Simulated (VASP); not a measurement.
# BiH3 (Pm-3n) in VASP: further runs

The runs below take BiH3 through single point, relaxation of cell and atoms, with PBE.

All numbers are computed with VASP 6.6.1; they aren't measurements. Logs are shortened: lines on timing, memory, paths and dates and some standing lists are left out, and cuts for length are marked.

## 1. The cell of the first run

The structure is cubic, space group Pm-3n (No. 223). The conventional cell has a = 4.305 Å, b = 4.305 Å, c = 4.305 Å, α = 90.00°, β = 90.00°, γ = 90.00°. Bi (site symmetry m-3) has 12 H at 2.41 Å within 3.2 Å. Within 2.8 Å of H (site symmetry -4m2) lie 10 H at 2.15 to 2.64 Å and 4 Bi at 2.41 Å.

## 2. Single point, PBE

Input file INCAR:

```
SYSTEM = BiH3
PREC     = Accurate       ! precision mode
ENCUT    = 520            ! plane-wave cutoff, eV
EDIFF    = 1E-7           ! SCF threshold, eV
ISMEAR   = 0              ! smearing method
SIGMA    = 0.1            ! smearing width, eV
LREAL    = .False.        ! projectors in reciprocal space
LASPH    = .True.         ! aspherical terms in the spheres
NELM     = 100            ! most SCF steps
ALGO     = Normal         ! electronic algorithm
ISIF     = 2              ! what is computed and relaxed
LWAVE    = .False.        ! write WAVECAR
LCHARG   = .False.        ! write CHGCAR
GGA      = PE             ! functional
NBANDS   = 28             ! bands
```

Input file KPOINTS:

```
Automatic mesh
0
Gamma
  10 10 10
  0 0 0
```

Input file POSCAR:

```
BiH3
1.0
    4.3049664213      0.0000000000      0.0000000000
    0.0000000000      4.3049664213      0.0000000000
    0.0000000000      0.0000000000      4.3049664213
Bi H
2 6
Direct
    0.0000000000      0.0000000000      0.0000000000
    0.5000000000      0.5000000000      0.5000000000
    0.2500000000      0.0000000000      0.5000000000
    0.5000000000      0.7500000000      0.0000000000
    0.7500000000      0.0000000000      0.5000000000
    0.5000000000      0.2500000000      0.0000000000
    0.0000000000      0.5000000000      0.7500000000
    0.0000000000      0.5000000000      0.2500000000
```

Potentials or basis: VASP PAW PBE potentials, release 64 (Bi_d, H).

Started as:

```console
> cat potpaw_PBE.64/Bi_d/POTCAR potpaw_PBE.64/H/POTCAR > POTCAR
> mpirun -np 1 vasp_std > vasp.out
```

OUTCAR:

```text
SYSTEM = BiH3
   PREC = Accurate
   ENCUT = 520
   EDIFF = 1E-7
   ISMEAR = 0
   LREAL = .False.
   LASPH = .True.
   NELM = 100
   ISIF = 2
   GGA = PE

 ion  position               nearest neighbor table
   1  0.000  0.000  0.000-   2 3.73   2 3.73   2 3.73   2 3.73   2 3.73   2 3.73   2 3.73   2 3.73

   2  0.500  0.500  0.500-   1 3.73   1 3.73   1 3.73   1 3.73   1 3.73   1 3.73   1 3.73   1 3.73

   3  0.250  0.000  0.500-
   4  0.500  0.750  0.000-
   5  0.750  0.000  0.500-
   6  0.500  0.250  0.000-
   7  0.000  0.500  0.750-
   8  0.000  0.500  0.250-

  LATTYP: Found a simple cubic cell.
 ALAT       =     4.3049664213

  Lattice vectors:

 A1 = (   4.3049664213,   0.0000000000,   0.0000000000)
 A2 = (   0.0000000000,   4.3049664213,   0.0000000000)
 A3 = (   0.0000000000,   0.0000000000,   4.3049664213)

Analysis of symmetry for initial positions (statically):
=====================================================================
 Subroutine PRICEL returns:
 Original cell was already a primitive cell.

 Routine SETGRP: Setting up the symmetry group for a
 simple cubic supercell.

 Subroutine GETGRP returns: Found 48 space group operations
 (whereof 24 operations were pure point group operations)
 out of a pool of 48 trial point group operations.

The static configuration has the point symmetry T_h .
 The point group associated with its full space group is O_h .

Analysis of symmetry for dynamics (positions and initial velocities):
=====================================================================
 Subroutine PRICEL returns:
 Original cell was already a primitive cell.

 Routine SETGRP: Setting up the symmetry group for a
 simple cubic supercell.

 Subroutine GETGRP returns: Found 48 space group operations
 (whereof 24 operations were pure point group operations)
 out of a pool of 48 trial point group operations.

The dynamic configuration has the point symmetry T_h .
 The point group associated with its full space group is O_h .

 Subroutine INISYM returns: Found 48 space group operations
 (whereof 24 operations are pure point group operations),
 and found     1 'primitive' translations

----------------------------------------------------------------------------------------

                                     Primitive cell
[... 100 lines left out ...]
   LASPH  =      T    aspherical Exc in radial PAW
   ENCUT  =  520.0 eV  38.22 Ry    6.18 a.u.   8.00  8.00  8.00*2*pi/ulx,y,z
   NELM   =    100;   NELMIN=  2; NELMDL= -5     # of ELM steps
   EDIFF  = 0.1E-06   stopping-criterion for ELM
   LREAL  =      F    real-space projection
   EDIFFG = 0.1E-05   stopping-criterion for IOM
   NSW    =      0    number of steps for IOM
   IBRION =     -1    ionic relax: 0-MD 1-quasi-New 2-CG
   NFREE  =      0    steps in history (QN), initial steepest desc. (CG)
   ISIF   =      2    stress and relaxation
   ISYM   =      2    0-nonsym 1-usesym 2-fastsym
   POTIM  = 0.5000    time-step for ionic-motion
   TEBEG  =    0.0;   TEEND  =   0.0 temperature during run
   PSTRESS=    0.0 pullay stress
   NELECT =      36.0000    total number of electrons
   NUPDOWN=      -1.0000    fix difference up-down
   EMIN   =  10.00;   EMAX   =-10.00  energy-range for DOS
   EFERMI =   0.00;   METHOD = LEGACY
   ISMEAR =     0;   SIGMA  =   0.10  broadening in eV -4-tet -1-fermi 0-gaus
   EFERMI_NEDOS =   21; number of points for ismear=-14 and -15
   IALGO  =     38    algorithm
   IMIX   =      4    mixing-type and parameters
     AMIX     =   0.40;   BMIX     =  1.00
     AMIX_MAG =   1.60;   BMIX_MAG =  1.00
  volume/ion in A,a.u.               =       9.97        67.30
  Fermi-wavevector in a.u.,A,eV,Ry     =   1.255661  2.372856 21.452111  1.576686
  Thomas-Fermi vector in A             =   2.389407
   LORBIT       =      0    0 simple, 1 ext, 2 COOP (PROOUT), +10 PAW based schemes
   GGA     = PE    functional components
   LHFCALC =     F    Hartree Fock is set to
   AEXX    =    0.0000 exact exchange contribution
   IVDW    =     0    specifies the selected vdW correction
   LEPSILON=     F    determine dielectric tensor
   LRPA    =     F    only Hartree local field effects (RPA)
 non-spin polarized calculation
 Gauss-broadening in eV      SIGMA  =   0.10
  energy-cutoff  :      520.00
  volume of cell :       79.78
 maximum number of plane-waves:      2192
   NGX = 17   NGY = 17   NGZ = 17

 number of electron      36.0000004 magnetization

 Free energy of the ion-electron system (eV)
  ---------------------------------------------------
  ext. energy  EPLUGINS =         0.00000000
  ---------------------------------------------------
  free energy    TOTEN  =       -22.57802853 eV

  energy without entropy =      -22.57362067  energy(sigma->0) =      -22.57582460

 E-fermi :   6.1893     XC(G=0): -10.4709

 val. band max:        6.1763983269   @ k =   0.5000   0.2000   0.0000
 cond. band min:       6.1900393235   @ k =   0.3000   0.3000   0.2000
 fundamental gap:      0.0136409966
 Fermi energy:         6.1892597556

 k-point     1 :       0.0000    0.0000    0.0000
  band No.  band energies     occupation
      1     -16.9307      2.00000
      2     -16.9307      2.00000
      3     -16.9213      2.00000
      4     -16.9213      2.00000
      5     -16.9213      2.00000
      6     -16.8573      2.00000
[... 733 lines left out ...]
     27      15.8105      0.00000
     28      15.9187      0.00000

 [... further k-points ...]
[... 5 lines left out ...]
  --------------------------------------------------------------------------------------
  -------------------------------------------------------------------------------------
  Total       -0.0625580     -0.0625580     -0.0625580      0.0000000      0.0000000     -0.0000000
  in kB       -1.2562736     -1.2562736     -1.2562736      0.0000000      0.0000000     -0.0000000
  external PRESSURE =      -1.2562736 kB  Pullay stress =       0.0000000 kB

 VOLUME and BASIS-vectors are now :
 -----------------------------------------------------------------------------
  energy-cutoff  :      520.00
  volume of cell :       79.78
      direct lattice vectors                 reciprocal lattice vectors
     4.304966421  0.000000000  0.000000000     0.232289849  0.000000000  0.000000000
     0.000000000  4.304966421  0.000000000     0.000000000  0.232289849  0.000000000
     0.000000000  0.000000000  4.304966421     0.000000000  0.000000000  0.232289849

 POSITION                                       TOTAL-FORCE (eV/Angst)
 -----------------------------------------------------------------------------------
      0.00000      0.00000      0.00000        -0.000000     -0.000000      0.000000
      2.15248      2.15248      2.15248        -0.000000     -0.000000      0.000000
      1.07624      0.00000      2.15248         0.000000      0.000000     -0.000000
      2.15248      3.22872      0.00000        -0.000000     -0.000000     -0.000000
      3.22872      0.00000      2.15248        -0.000000      0.000000      0.000000
      2.15248      1.07624      0.00000         0.000000     -0.000000      0.000000
      0.00000      2.15248      3.22872        -0.000000     -0.000000      0.000000
      0.00000      2.15248      1.07624         0.000000     -0.000000     -0.000000
 -----------------------------------------------------------------------------------
    total drift:                                0.000000      0.000000     -0.000000

  FREE ENERGIE OF THE ION-ELECTRON SYSTEM (eV)
  ---------------------------------------------------
  free  energy   TOTEN  =       -22.5780285302 eV

  energy  without entropy=      -22.5736206653  energy(sigma->0) =      -22.57582460
```

OSZICAR:

```text
N       E                     dE             d eps       ncg     rms          rms(c)
DAV:   1     0.343885233471E+03    0.34389E+03   -0.18045E+04  3136   0.150E+03
DAV:   2     0.877961619990E+01   -0.33511E+03   -0.32465E+03  3164   0.411E+02
DAV:   3    -0.229583638921E+02   -0.31738E+02   -0.31324E+02  3880   0.135E+02
DAV:   4    -0.240614957745E+02   -0.11031E+01   -0.11007E+01  3684   0.261E+01
DAV:   5    -0.241149957626E+02   -0.53500E-01   -0.53496E-01  4436   0.544E+00    0.654E+00
DAV:   6    -0.227705846047E+02    0.13444E+01   -0.12663E+00  4196   0.863E+00    0.277E+00
DAV:   7    -0.225791294856E+02    0.19146E+00   -0.10599E+00  4180   0.477E+00    0.589E-01
DAV:   8    -0.225786658271E+02    0.46366E-03   -0.11265E-01  3864   0.281E+00    0.329E-01
DAV:   9    -0.225782150070E+02    0.45082E-03   -0.10088E-02  3960   0.576E-01    0.139E-01
DAV:  10    -0.225780176379E+02    0.19737E-03   -0.11985E-03  3440   0.202E-01    0.572E-02
DAV:  11    -0.225780273493E+02   -0.97114E-05   -0.30624E-04  4192   0.145E-01    0.609E-03
DAV:  12    -0.225780296732E+02   -0.23239E-05   -0.16983E-05  3668   0.226E-02    0.604E-03
DAV:  13    -0.225780285654E+02    0.11078E-05   -0.38211E-06  4184   0.152E-02    0.198E-03
DAV:  14    -0.225780285302E+02    0.35253E-07   -0.47755E-07  2920   0.387E-03
   1 F= -.22578029E+02 E0= -.22575825E+02  d E =-.440786E-02
```

It took 2.1 min on 1 thread of AMD EPYC 7R43 (Zen 3), shared host; peak memory 0.19 GiB.

Results:

* Free energy: -22.5780 eV
* Pressure: -0.1 GPa
* Band gap on the k mesh: zero (band 18 reaches 6.89 eV, above the bottom of band 19 at 5.94 eV)

Levels at points of the mesh, in eV from the Fermi level:
| k point | band 14 | band 15 | band 16 | band 17 | band 18 | band 19 | band 20 | band 21 | band 22 | band 23 |
| --- | --- | --- | --- | --- | --- | --- | --- | --- | --- | --- |
| (0.00, 0.00, 0.00) | -3.59 | -3.59 | -2.98 | -2.98 | 0.70 | 2.97 | 2.97 | 2.97 | 3.06 | 3.06 |
| (0.50, 0.00, 0.00) | -4.25 | -2.16 | -2.16 | -1.51 | -1.51 | -0.25 | -0.25 | 3.67 | 3.67 | 6.16 |
| (0.50, 0.50, 0.00) | -7.27 | -1.73 | -1.09 | -1.09 | -0.40 | 0.35 | 0.35 | 1.72 | 5.03 | 5.56 |
| (0.50, 0.50, 0.50) | -5.19 | -5.19 | -5.19 | -5.19 | -5.19 | 6.51 | 6.51 | 6.51 | 6.51 | 6.51 |

Caveat: spin-orbit coupling is left out, which moves the levels of the heavy elements.

## 3. Relaxation of cell and atoms, PBE

This run uses another cell than the first one, of 10.00 Å³/atom, 1.002 times its volume.

Input file INCAR:

```
PREC = Accurate ; ENCUT = 600
EDIFF = 1E-7 ; ISMEAR = 0
SIGMA = 0.1 ; LREAL = F
LASPH = T ; NELM = 100
ALGO = Normal ; ISIF = 3
LWAVE = F ; LCHARG = F
GGA = PE ; IBRION = 2
NSW = 100 ; EDIFFG = -0.01
```

Input file KPOINTS:

```
regular mesh
0
Gamma
  10 10 10
```

POSCAR: that of step 2 with these lines changed.

```diff
@@ -2,5 +2,5 @@
 1.0
-    4.3049664213      0.0000000000      0.0000000000
-    0.0000000000      4.3049664213      0.0000000000
-    0.0000000000      0.0000000000      4.3049664213
+    4.3082580794      0.0000000000      0.0000000000
+    0.0000000000      4.3082580794      0.0000000000
+    0.0000000000      0.0000000000      4.3082580794
 Bi H
```

Potentials or basis: VASP PAW PBE potentials, release 64 (Bi_d, H).

Started as:

```console
> cat potpaw_PBE.64/Bi_d/POTCAR potpaw_PBE.64/H/POTCAR > POTCAR
> mpirun -np 1 vasp_std > vasp.out
```

Run time: 4.5 min. Hardware: 1 thread of AMD EPYC 7R43 (Zen 3), shared host; peak memory 0.24 GiB.

Results (log left out):

```
Free energy                            : -22.5795 eV
Relaxed volume                         : 9.98 Å³/atom
Relaxed cell                           : a = 4.306 Å, b = 4.306 Å, c = 4.306 Å, α = 90.00°, β = 90.00°, γ = 90.00°
Space group after relaxing (to 0.05 Å) : Pm-3n (No. 223)
Energy gained by relaxing              : 0.0 meV/atom
Ionic steps                            : 2
Pressure after relaxing                : -0.1 GPa
Band gap on the k mesh                 : zero (band 18 reaches 6.88 eV, above the bottom of band 19 at 5.93 eV)
```

Final structure:
```xyz
8
Lattice="4.3061 0.0000 0.0000 0.0000 4.3061 0.0000 0.0000 0.0000 4.3061" Properties=species:S:1:pos:R:3 pbc="T T T"
Bi    4.3061    4.3061    4.3061
Bi    2.1530    2.1530    2.1530
H     1.0765    0.0000    2.1530
H     2.1530    3.2295    0.0000
H     3.2295    4.3061    2.1530
H     2.1530    1.0765    4.3061
H     4.3061    2.1530    3.2295
H     4.3061    2.1530    1.0765
```

Levels at points of the mesh, in eV from the Fermi level:
```
           k point  band 14  band 15  band 16  band 17  band 18  band 19  band 20  band 21  band 22  band 23
(0.00, 0.00, 0.00)    -3.59    -3.59    -2.98    -2.98     0.70     2.96     2.96     2.96     3.06     3.06
(0.50, 0.00, 0.00)    -4.25    -2.16    -2.16    -1.51    -1.51    -0.25    -0.25     3.67     3.67     6.16
(0.50, 0.50, 0.00)    -7.27    -1.73    -1.09    -1.09    -0.40     0.35     0.35     1.72     5.02     5.56
(0.50, 0.50, 0.50)    -5.19    -5.19    -5.19    -5.19    -5.19     6.51     6.51     6.51     6.51     6.51
```

Caveat: spin-orbit coupling is left out, which moves the levels of the heavy elements.
